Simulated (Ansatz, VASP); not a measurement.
**BPd4: VASP beside Ansatz**

Contents of INCAR:

```
SYSTEM = BPd4
  PREC = Accurate
  ENCUT = 520
  EDIFF = 1E-6
  ISMEAR = -1
  SIGMA = 0.05
  LREAL = .FALSE.
  LASPH = .TRUE.
  NELM = 100
  ALGO = Fast
  ISIF = 2
  LWAVE = .FALSE.
  LCHARG = .FALSE.
  LMAXMIX = 4
  GGA = PS
  NBANDS = 30
```

The input KPOINTS:

```
regular mesh
0
G
  7 5 4
  0 0 0
```

POSCAR

```
BPd4
1.0
    2.8920299704      0.0000000000      0.0000000000
    0.0000000000      4.3650077954      0.0000000000
    0.0000000000      0.0000000000      5.8563150000
Pd B
4 1
Direct
    0.5000000000      0.0000000000      0.1975780000
    0.0000000000      0.0000000000      0.6194700000
    0.0000000000      0.5000000000      0.3291640000
    0.5000000000      0.5000000000      0.8675610000
    0.5000000000      0.0000000000      0.8632270000
```

File KPOINTS_OPT:

```
path GXSYGZURTZ,YT,UX,SR
10
line-mode
reciprocal
 0.0000000000  0.0000000000  0.0000000000  G
 0.5000000000  0.0000000000  0.0000000000  X

 0.5000000000  0.0000000000  0.0000000000  X
 0.5000000000  0.5000000000  0.0000000000  S

 0.5000000000  0.5000000000  0.0000000000  S
 0.0000000000  0.5000000000  0.0000000000  Y

 0.0000000000  0.5000000000  0.0000000000  Y
 0.0000000000  0.0000000000  0.0000000000  G

 0.0000000000  0.0000000000  0.0000000000  G
 0.0000000000  0.0000000000  0.5000000000  Z

 0.0000000000  0.0000000000  0.5000000000  Z
 0.5000000000  0.0000000000  0.5000000000  U

 0.5000000000  0.0000000000  0.5000000000  U
 0.5000000000  0.5000000000  0.5000000000  R

 0.5000000000  0.5000000000  0.5000000000  R
 0.0000000000  0.5000000000  0.5000000000  T

 0.0000000000  0.5000000000  0.5000000000  T
 0.0000000000  0.0000000000  0.5000000000  Z

 0.0000000000  0.5000000000  0.0000000000  Y
 0.0000000000  0.5000000000  0.5000000000  T

 0.5000000000  0.0000000000  0.5000000000  U
 0.5000000000  0.0000000000  0.0000000000  X

 0.5000000000  0.5000000000  0.0000000000  S
 0.5000000000  0.5000000000  0.5000000000  R
```

The input input.yaml:

```yaml
crystal:
  lattice:
    - [2.8920299704, 0.0, 0.0]
    - [0.0, 4.3650077954, 0.0]
    - [0.0, 0.0, 5.856315]
  atoms:
    - { symbol: Pd, position: [0.5, 0.0, 0.197578] }
    - { symbol: Pd, position: [0.0, 0.0, 0.61947] }
    - { symbol: Pd, position: [0.0, 0.5, 0.329164] }
    - { symbol: Pd, position: [0.5, 0.5, 0.867561] }
    - { symbol: B, position: [0.5, 0.0, 0.863227] }
hamiltonian:
  xc: pbesol
  pseudopotentials: { kind: paw }
kpoints:
  mp_grid: { grid: [7, 5, 4] }
  band_path:
    path:
      - [[0.0, 0.0, 0.0], [0.5, 0.0, 0.0], [0.5, 0.5, 0.0], [0.0, 0.5, 0.0], [0.0, 0.0, 0.0], [0.0, 0.0, 0.5], [0.5, 0.0, 0.5], [0.5, 0.5, 0.5], [0.0, 0.5, 0.5], [0.0, 0.0, 0.5]]
      - [[0.0, 0.5, 0.0], [0.0, 0.5, 0.5]]
      - [[0.5, 0.0, 0.5], [0.5, 0.0, 0.0]]
      - [[0.5, 0.5, 0.0], [0.5, 0.5, 0.5]]
    npoints: 14
scf:
  occupations: { method: fermi_dirac, width: 0.05 }
  n_extra_bands: 12
output:
  forces: true
  stress: true
  eigenvalues: true
  fatbands: false
```

Alike in both runs: task band structure; functional PBEsol; k mesh 7 × 5 × 4; occupations fermi-dirac, width 0.05 eV; no spin polarisation.

```csv
,VASP,Ansatz
version,VASP 6.6.1,Ansatz 0.2.0
potentials or method,"VASP PAW PBE potentials, release 64 (Pd, B)",Ansatz PAW
plane-wave cutoff (eV),520,420
valence electrons in the cell,43,75
```

|  | VASP | Ansatz | Ansatz less VASP |
| --- | --- | --- | --- |
| gap on the k mesh at the Fermi level (eV) | none | none | - |
| pressure (GPa) | -8.5 | -8.5 | -0.08 |
| traceless stress, the component that is largest in VASP (GPa) | 0.34 | 0.11 | -0.237 |
| rms of the force components (eV/Å) | 0.049 | 0.064 | +0.0150 |

VASP's potentials were made for PBE, not for PBEsol. Atom by atom the forces differ by 0.024 eV/Å (rms over components). A gap of «none» marks a metal or a gap that the smearing closes. With one functional, cell and mesh, what is left measures potentials, basis and numerics. VASP's potentials hold 43 valence electrons a cell and Ansatz's 75, so a difference there can come from the potentials and not from the codes.
